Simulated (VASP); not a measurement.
# AlN (P3m1) in VASP: further runs

Runs on AlN. Level: PBE. Tasks: single point.

Program: VASP 6.6.1. These are calculated values, not measurements. Logs are shortened: lines on timing, memory, paths and dates and some standing lists are left out, and cuts for length are marked.

## (1) The cell of the first run

The structure is trigonal, space group P3m1 (No. 156). Conventional cell: a = 3.113 Å, b = 3.113 Å, c = 4.981 Å, α = 90.00°, β = 90.00°, γ = 120.00°. Al (site symmetry 3m) has 4 N at 1.79 to 1.89 Å within 2.4 Å. Within 2.5 Å of Al (site symmetry 3m) lie 4 N at 1.89 to 1.93 Å. Within 2.4 Å of N (site symmetry 3m) lie 4 Al at 1.79 to 1.93 Å. Within 2.5 Å of N (site symmetry 3m) lie 4 Al at 1.89 Å.

## (2) Single point, PBE

The input, INCAR:

```
SYSTEM = AlN
PREC = Accurate
ENCUT = 520
EDIFF = 1E-6
ISMEAR = 0
SIGMA = 0.01
LREAL = .FALSE.
LASPH = .TRUE.
NELM = 100
ALGO = Normal
ISIF = 2
LWAVE = .FALSE.
LCHARG = .FALSE.
GGA = PE
NBANDS = 16
```

The input, KPOINTS:

```
Automatic mesh
0
G
  12 12 4
  0 0 0
```

The input, POSCAR:

```
AlN
1.0
    3.1130000000      0.0000000000      0.0000000000
   -1.5565000000      2.6959400000      0.0000000000
    0.0000000000      0.0000000000      4.9810000000
Al N
2 2
Direct
    0.3333333333      0.6666666667      0.0000000000
    0.6666666667      0.3333333333      0.5000000000
    0.3333333333      0.6666666667      0.3599237101
    0.6666666667      0.3333333333      0.8800000000
```

Potentials or basis: VASP PAW PBE potentials, release 64 (Al, N).

On the command line:

```sh
> cat potpaw_PBE.64/Al/POTCAR potpaw_PBE.64/N/POTCAR > POTCAR
> mpirun -np 1 vasp_std > vasp.out
```

OUTCAR:

```text
SYSTEM = AlN
   PREC = Accurate
   ENCUT = 520
   EDIFF = 1E-6
   ISMEAR = 0
   LREAL = .FALSE.
   LASPH = .TRUE.
   NELM = 100
   ISIF = 2
   GGA = PE

 ion  position               nearest neighbor table
   1  0.333  0.667  0.000-   3 1.79   4 1.89   4 1.89   4 1.89   2 3.07   2 3.07   2 3.07   2 3.07
                             2 3.07   2 3.07
   2  0.667  0.333  0.500-   4 1.89   3 1.93   3 1.93   3 1.93   1 3.07   1 3.07   1 3.07   1 3.07
                             1 3.07   1 3.07
   3  0.333  0.667  0.360-   1 1.79   2 1.93   2 1.93   2 1.93
   4  0.667  0.333  0.880-   2 1.89   1 1.89   1 1.89   1 1.89

  LATTYP: Found a hexagonal cell.
 ALAT       =     3.1130000000
 C/A-ratio  =     1.6000642467

  Lattice vectors:

 A1 = (   3.1130000000,   0.0000000000,   0.0000000000)
 A2 = (  -1.5565000000,   2.6959400000,   0.0000000000)
 A3 = (   0.0000000000,   0.0000000000,   4.9810000000)

Analysis of symmetry for initial positions (statically):
=====================================================================
 Subroutine PRICEL returns:
 Original cell was already a primitive cell.

 Routine SETGRP: Setting up the symmetry group for a
 hexagonal supercell.

 Subroutine GETGRP returns: Found  6 space group operations
 (whereof  6 operations were pure point group operations)
 out of a pool of 24 trial point group operations.

The static configuration has the point symmetry C_3v.

Analysis of symmetry for dynamics (positions and initial velocities):
=====================================================================
 Subroutine PRICEL returns:
 Original cell was already a primitive cell.

 Routine SETGRP: Setting up the symmetry group for a
 hexagonal supercell.

 Subroutine GETGRP returns: Found  6 space group operations
 (whereof  6 operations were pure point group operations)
 out of a pool of 24 trial point group operations.

The dynamic configuration has the point symmetry C_3v.

 Subroutine INISYM returns: Found  6 space group operations
 (whereof  6 operations are pure point group operations),
 and found     1 'primitive' translations

----------------------------------------------------------------------------------------

                                     Primitive cell

  volume of cell :      41.8028

  direct lattice vectors                    reciprocal lattice vectors
     3.113000000  0.000000000  0.000000000     0.321233537  0.185464068  0.000000000
    -1.556500000  2.695940000  0.000000000     0.000000000  0.370928136  0.000000000
     0.000000000  0.000000000  4.981000000     0.000000000  0.000000000  0.200762899

  length of vectors
     3.113000000  3.113002527  4.981000000     0.370928437  0.370928136  0.200762899

  position of ions in fractional coordinates (direct lattice)
     0.333333333  0.666666667  0.000000000
     0.666666667  0.333333333  0.500000000
     0.333333333  0.666666667  0.359923710
     0.666666667  0.333333333  0.880000000

  ion indices of the primitive-cell ions
   primitive index   ion index
                 1           1
                 2           2
                 3           3
                 4           4

----------------------------------------------------------------------------------------

 KPOINTS: Automatic mesh

Automatic generation of k-mesh.
 Grid dimensions read from file:
 generate k-points for:   12   12    4

 Generating k-lattice:

  Cartesian coordinates                     Fractional coordinates (reciprocal lattice)
     0.026769461  0.015455339  0.000000000     0.083333333  0.000000000  0.000000000
     0.000000000  0.030910678  0.000000000     0.000000000  0.083333333  0.000000000
     0.000000000  0.000000000  0.050190725     0.000000000  0.000000000  0.250000000

  Length of vectors
     0.030910703  0.030910678  0.050190725

  Shift w.r.t. Gamma in fractional coordinates (k-lattice)
     0.000000000  0.000000000  0.000000000

 Subroutine IBZKPT returns following result:
 ===========================================

 Found     69 irreducible k-points:

 Following reciprocal coordinates:
            Coordinates               Weight
  0.000000  0.000000  0.000000      1.000000
  0.083333 -0.000000  0.000000      6.000000
  0.166667 -0.000000  0.000000      6.000000
  0.250000  0.000000  0.000000      6.000000
  0.333333 -0.000000  0.000000      6.000000
  0.416667 -0.000000  0.000000      6.000000
[... 16 lines left out ...]
  0.166667 -0.000000  0.250000      6.000000
  0.000000  0.166667  0.250000      6.000000
 [... further k-points ...]
   k-points           NKPTS =     69   k-points in BZ     NKDIM =     69   number of bands    NBANDS=     16
   number of dos      NEDOS =    301   number of ions     NIONS =      4
   total plane-waves  NPLWV =  23040
   dimension x,y,z NGX =    24 NGY =   24 NGZ =   40
   dimension x,y,z NGXF=    48 NGYF=   48 NGZF=   80
   ions per type =               2   2
   NGX,Y,Z   is equivalent  to a cutoff of  12.82, 12.82, 13.35 a.u.
   NGXF,Y,Z  is equivalent  to a cutoff of  25.63, 25.63, 26.70 a.u.
 SYSTEM =  AlN
   PREC   = accura    normal or accurate (medium, high low for compatibility)
   ISTART =      0    job   : 0-new  1-cont  2-samecut
   ICHARG =      2    charge: 1-file 2-atom 10-const
   ISPIN  =      1    spin polarized calculation?
   LNONCOLLINEAR =      F non collinear calculations
   LSORBIT =      F    spin-orbit coupling
   LASPH  =      T    aspherical Exc in radial PAW
   ENCUT  =  520.0 eV  38.22 Ry    6.18 a.u.   5.79  5.79  9.26*2*pi/ulx,y,z
   NELM   =    100;   NELMIN=  2; NELMDL= -5     # of ELM steps
   EDIFF  = 0.1E-05   stopping-criterion for ELM
   LREAL  =      F    real-space projection
   EDIFFG = 0.1E-04   stopping-criterion for IOM
   NSW    =      0    number of steps for IOM
   IBRION =     -1    ionic relax: 0-MD 1-quasi-New 2-CG
   NFREE  =      0    steps in history (QN), initial steepest desc. (CG)
   ISIF   =      2    stress and relaxation
   ISYM   =      2    0-nonsym 1-usesym 2-fastsym
   POTIM  = 0.5000    time-step for ionic-motion
   TEBEG  =    0.0;   TEEND  =   0.0 temperature during run
   PSTRESS=    0.0 pullay stress
   NELECT =      16.0000    total number of electrons
   NUPDOWN=      -1.0000    fix difference up-down
   EMIN   =  10.00;   EMAX   =-10.00  energy-range for DOS
   EFERMI =   0.00;   METHOD = LEGACY
   ISMEAR =     0;   SIGMA  =   0.01  broadening in eV -4-tet -1-fermi 0-gaus
   EFERMI_NEDOS =   21; number of points for ismear=-14 and -15
   IALGO  =     38    algorithm
   IMIX   =      4    mixing-type and parameters
     AMIX     =   0.40;   BMIX     =  1.00
     AMIX_MAG =   1.60;   BMIX_MAG =  1.00
  volume/ion in A,a.u.               =      10.45        70.52
  Fermi-wavevector in a.u.,A,eV,Ry     =   1.188629  2.246182 19.222829  1.412838
  Thomas-Fermi vector in A             =   2.324754
   LORBIT       =      0    0 simple, 1 ext, 2 COOP (PROOUT), +10 PAW based schemes
   GGA     = PE    functional components
   LHFCALC =     F    Hartree Fock is set to
   AEXX    =    0.0000 exact exchange contribution
   IVDW    =     0    specifies the selected vdW correction
   LEPSILON=     F    determine dielectric tensor
   LRPA    =     F    only Hartree local field effects (RPA)
 non-spin polarized calculation
 Gauss-broadening in eV      SIGMA  =   0.01
  energy-cutoff  :      520.00
  volume of cell :       41.80
 maximum number of plane-waves:      1152
   NGX = 11   NGY = 11   NGZ = 19

 number of electron      15.9999997 magnetization

 Free energy of the ion-electron system (eV)
  ---------------------------------------------------
  ext. energy  EPLUGINS =         0.00000000
  ---------------------------------------------------
  free energy    TOTEN  =       -29.64336997 eV

  energy without entropy =      -29.64336997  energy(sigma->0) =      -29.64336997

 E-fermi :   6.0681     XC(G=0): -10.9072

 val. band max:        6.0227231600   @ k =   0.0000   0.0000   0.0000
 cond. band min:      10.2962713109   @ k =   0.0000   0.0000   0.0000
 fundamental gap:      4.2735481509
 Fermi energy:         6.0680740342

 k-point     1 :       0.0000    0.0000    0.0000
  band No.  band energies     occupation
      1      -9.0423      2.00000
      2      -6.8740      2.00000
      3       0.0893      2.00000
      4       5.3459      2.00000
      5       5.3459      2.00000
      6       5.9522      2.00000
[... 8 lines left out ...]
     15      19.3560      0.00000
     16      19.4680      0.00000

 k-point     2 :       0.0833   -0.0000    0.0000
  band No.  band energies     occupation
      1      -8.9541      2.00000
      2      -6.8248      2.00000
      3       0.1944      2.00000
      4       4.9232      2.00000
      5       5.2277      2.00000
      6       5.5836      2.00000
[... 8 lines left out ...]
     15      19.3490      0.00000
     16      19.5487      0.00000

 k-point     3 :       0.1667   -0.0000    0.0000
  band No.  band energies     occupation
      1      -8.6969      2.00000
      2      -6.6905      2.00000
      3       0.5040      2.00000
      4       3.9067      2.00000
      5       4.7031      2.00000
      6       4.9497      2.00000
[... 8 lines left out ...]
     15      18.6505      0.00000
     16      18.9010      0.00000

 k-point     4 :       0.2500    0.0000    0.0000
  band No.  band energies     occupation
      1      -8.2964      2.00000
      2      -6.5137      2.00000
      3       0.9991      2.00000
      4       2.7279      2.00000
      5       3.7383      2.00000
      6       4.6305      2.00000
[... 8 lines left out ...]
     15      18.3401      0.00000
     16      19.5093      0.00000
[... 324 lines left out ...]
 k-point    22 :       0.0000    0.0833    0.2500
  band No.  band energies     occupation
      1      -8.7218      2.00000
      2      -7.2465      2.00000
      3       0.9530      2.00000
      4       4.6087      2.00000
      5       5.0598      2.00000
      6       5.3239      2.00000
[... 8 lines left out ...]
     15      18.7779      0.00000
     16      18.8110      0.00000

 k-point    23 :       0.1667   -0.0000    0.2500
  band No.  band energies     occupation
      1      -8.4734      2.00000
      2      -7.0770      2.00000
      3       1.1396      2.00000
      4       3.8239      2.00000
      5       4.4100      2.00000
      6       5.0753      2.00000
[... 8 lines left out ...]
     15      18.7690      0.00000
     16      18.7816      0.00000

 k-point    24 :       0.0000    0.1667    0.2500
  band No.  band energies     occupation
      1      -8.4733      2.00000
      2      -7.0773      2.00000
      3       1.1458      2.00000
      4       3.9293      2.00000
      5       4.2289      2.00000
      6       5.0699      2.00000
[... 8 lines left out ...]
     15      18.8034      0.00000
     16      19.1955      0.00000

 [... further k-points ...]
[... 5 lines left out ...]
  --------------------------------------------------------------------------------------
  -------------------------------------------------------------------------------------
  Total        0.2788049      0.2788055      2.9935637      0.0000000     -0.0000000      0.0000000
  in kB       10.6857508     10.6857740    114.7342817      0.0000000     -0.0000000      0.0000000
  external PRESSURE =      45.3686022 kB  Pullay stress =       0.0000000 kB

 VOLUME and BASIS-vectors are now :
 -----------------------------------------------------------------------------
  energy-cutoff  :      520.00
  volume of cell :       41.80
      direct lattice vectors                 reciprocal lattice vectors
     3.113000000  0.000000000  0.000000000     0.321233537  0.185464068  0.000000000
    -1.556500000  2.695940000  0.000000000     0.000000000  0.370928136  0.000000000
     0.000000000  0.000000000  4.981000000     0.000000000  0.000000000  0.200762899

 POSITION                                       TOTAL-FORCE (eV/Angst)
 -----------------------------------------------------------------------------------
     -0.00000      1.79729      0.00000         0.000000     -0.000000     -1.217300
      1.55650      0.89865      2.49050         0.000000      0.000000     -0.783899
     -0.00000      1.79729      1.79278         0.000000     -0.000000      2.573277
      1.55650      0.89865      4.38328        -0.000000     -0.000000     -0.572078
 -----------------------------------------------------------------------------------
    total drift:                                0.000000     -0.000006      0.000705

  FREE ENERGIE OF THE ION-ELECTRON SYSTEM (eV)
  ---------------------------------------------------
  free  energy   TOTEN  =       -29.6433699731 eV

  energy  without entropy=      -29.6433699731  energy(sigma->0) =      -29.64336997
```

Wall time 15 s (1 thread of Intel Xeon 6975P-C (Granite Rapids), shared host); peak memory 0.17 GiB.

Results:

```
Free energy            : -29.6434 eV
Pressure               : 4.5 GPa
Largest force          : 2.573 eV/Å
Band gap on the k mesh : 4.27 eV, direct
```

Forces in eV/Å, atoms in the order of the input:
```
Al   0.000  0.000 -1.217
Al   0.000  0.000 -0.784
N    0.000  0.000  2.573
N    0.000  0.000 -0.572
```

Stress tensor (GPa, compression positive):
```
 1.07  0.00  0.00
 0.00  1.07  0.00
 0.00  0.00 11.47
```

Levels at points of the mesh, in eV from the valence-band top:
| k point | band 5 | band 6 | band 7 | band 8 | band 9 | band 10 | band 11 | band 12 |
| --- | --- | --- | --- | --- | --- | --- | --- | --- |
| (0.00, 0.00, 0.00) | -0.68 | -0.07 | 0.00 | 0.00 | 4.27 | 6.75 | 10.49 | 11.29 |
| (0.50, 0.00, 0.00) | -3.29 | -1.92 | -1.77 | -0.49 | 5.77 | 5.90 | 8.25 | 10.46 |
| (0.00, 0.00, 0.50) | -0.44 | -0.44 | -0.26 | -0.26 | 6.38 | 6.58 | 9.90 | 10.98 |
| (0.50, 0.00, 0.50) | -1.41 | -1.39 | -1.23 | -1.17 | 5.25 | 5.47 | 9.25 | 9.58 |

Caveat: forces of over 1 eV/Å act on the atoms, so gaps and moduli don't describe the material at rest. As with any semilocal functional, this PBE gap is likely too small.

## (3) Single point, PBE

The input, INCAR:

```
SYSTEM = AlN
PREC = Accurate
ENCUT = 520
EDIFF = 1E-6
ISMEAR = 0
SIGMA = 0.01
LREAL = .False.
LASPH = .True.
NELM = 60
ALGO = Normal
ISIF = 2
LWAVE = .False.
LCHARG = .True.
GGA = PE
LELF = .True.
LVHAR = .True.
NBANDS = 16
```

The input, KPOINTS:

```
Automatic mesh
0
Gamma
  12 12 4
  0 0 0
```

Changes to POSCAR since step 2:

```diff
@@ -10,3 +10,3 @@
     0.6666666667      0.3333333333      0.5000000000
-    0.3333333333      0.6666666667      0.3599237101
+    0.3333333333      0.6666666667      0.3699618550
     0.6666666667      0.3333333333      0.8800000000
```

Potentials or basis: VASP PAW PBE potentials, release 64 (Al, N).

On the command line:

```sh
> cat potpaw_PBE.64/Al/POTCAR potpaw_PBE.64/N/POTCAR > POTCAR
> mpirun -np 1 vasp_std > vasp.out
```

Wall time 15 s (1 thread of Intel Xeon 6975P-C (Granite Rapids), shared host); peak memory 0.17 GiB.

The run converged. Its results:

```
Free energy            : -29.7378 eV
Pressure               : 3.8 GPa
Largest force          : 1.244 eV/Å
Band gap on the k mesh : 4.29 eV, direct
```

Forces in eV/Å, atoms in the order of the input:
```
Al   0.000  0.000 -0.571
Al   0.000  0.000 -0.450
N    0.000  0.000  1.244
N    0.000  0.000 -0.223
```

Stress tensor (GPa, compression positive):
```
1.91 0.00 0.00
0.00 1.91 0.00
0.00 0.00 7.52
```

Levels at points of the mesh, in eV from the valence-band top:
| k point | band 4 | band 5 | band 6 | band 7 | band 8 | band 9 | band 10 | band 11 | band 12 | band 13 |
| --- | --- | --- | --- | --- | --- | --- | --- | --- | --- | --- |
| (0.00, 0.00, 0.00) | -0.72 | -0.72 | -0.06 | -0.06 | 0.00 | 4.29 | 6.73 | 10.61 | 11.26 | 11.26 |
| (0.50, 0.00, 0.00) | -4.03 | -3.28 | -1.95 | -1.73 | -0.54 | 5.84 | 5.90 | 8.28 | 10.41 | 10.95 |
| (0.00, 0.00, 0.50) | -3.23 | -0.44 | -0.44 | -0.35 | -0.35 | 6.47 | 6.56 | 10.15 | 10.70 | 11.55 |
| (0.50, 0.00, 0.50) | -5.46 | -1.38 | -1.35 | -1.27 | -1.26 | 5.33 | 5.44 | 9.32 | 9.48 | 11.75 |

Caveat: forces of over 1 eV/Å act on the atoms, so gaps and moduli don't describe the material at rest. A k mesh can miss the band edges.
